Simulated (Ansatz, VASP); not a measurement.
## Two plane-wave programs on CdS

Contents of INCAR:

```
SYSTEM = CdS
ALGO = Normal
EDIFF = 1E-6
ENCUT = 500
GGA = CA
GGA_COMPAT = .FALSE.
ISIF = 2
ISMEAR = -1
LASPH = .TRUE.
LCHARG = .FALSE.
LREAL = .FALSE.
LWAVE = .FALSE.
NBANDS = 16
NELM = 120
PREC = Accurate
SIGMA = 0.05
```

The input KPOINTS:

```
k-points
0
G
  6 6 6
  0 0 0
```

POSCAR

```
CdS
1.0
    0.0000000000      2.6582278552      2.6582278552
    2.6582278552      0.0000000000      2.6582278552
    2.6582278552      2.6582278552      0.0000000000
Cd S
1 1
Direct
    0.0000000000      0.0000000000      0.0000000000
    0.5000000000      0.5000000000      0.5000000000
```

Input for Ansatz:

```yaml
crystal:
  lattice:
    - [0.0, 2.6582278552291423, 2.6582278552291423]
    - [2.6582278552291423, 0.0, 2.6582278552291423]
    - [2.6582278552291423, 2.6582278552291423, 0.0]
  atoms:
    - { symbol: Cd, position: [0.0, 0.0, 0.0] }
    - { symbol: S, position: [0.5, 0.5, 0.5] }
basis:
  ecutwfc: 470.0
kpoints:
  mp_grid:
    grid: [6, 6, 6]
hamiltonian:
  xc: lda
  pseudopotentials:
    kind: paw
scf:
  occupations:
    method: fermi_dirac
    width: 0.05
output:
  stress: true
```

Alike in both runs: task single point; functional LDA; k mesh 6 × 6 × 6; occupations fermi-dirac, width 0.05 eV; no spin polarisation.

|  | VASP | Ansatz |
| --- | --- | --- |
| version | VASP 6.6.1 | Ansatz 0.2.0 |
| potentials or method | VASP PAW LDA potentials, release 64 (Cd, S), cutoff 500 eV | plane waves, PAW |
| valence electrons in the cell | 18 | 26 |

```tsv
	VASP	Ansatz	Ansatz less VASP
pressure (GPa)	2.1	1.3	-0.80
```

LDA's correlation is that of Perdew and Zunger in VASP and of Perdew and Wang (1992) in Ansatz. VASP's potentials hold 18 valence electrons a cell and Ansatz's 26, so a difference there can come from the potentials and not from the codes.
